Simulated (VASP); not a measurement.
Crystal: TaN.

```
Ta N
1.0
     0.00000    2.17900    2.17900
     2.17900    0.00000    2.17900
     2.17900    2.17900    0.00000
Ta N
1 1
Direct
  0.50000 0.50000 0.50000
  0.00000 0.00000 0.00000
```

Base run:

| Quantity | Value |
| --- | --- |
| Program | VASP 6.6.1 |
| Functional | PBE |
| Potentials or basis | VASP PAW PBE potentials, release 64 (Ta_pv, N) |
| Cutoff | 520 eV |
| k mesh | 9 × 9 × 9 |
| Occupations | fermi-dirac, width 0.02 eV |
| Spin | no spin polarisation |

Its results: band gap on the k mesh zero (band 8 reaches 11.47 eV, above the bottom of band 9 at 7.67 eV); pressure 15.4 GPa.

Question: The run is repeated on the same cell with these changes: functional from PBE to LDA; potentials or basis from VASP PAW PBE potentials, release 64 (Ta_pv, N) to VASP PAW LDA potentials, release 64 (Ta_pv, N). What comes out?

Answer: Band gap on the k mesh zero (band 8 reaches 11.34 eV, above the bottom of band 9 at 7.50 eV); pressure -0.6 GPa.

Caveats: spin-orbit coupling is left out, which moves the levels of the heavy elements.
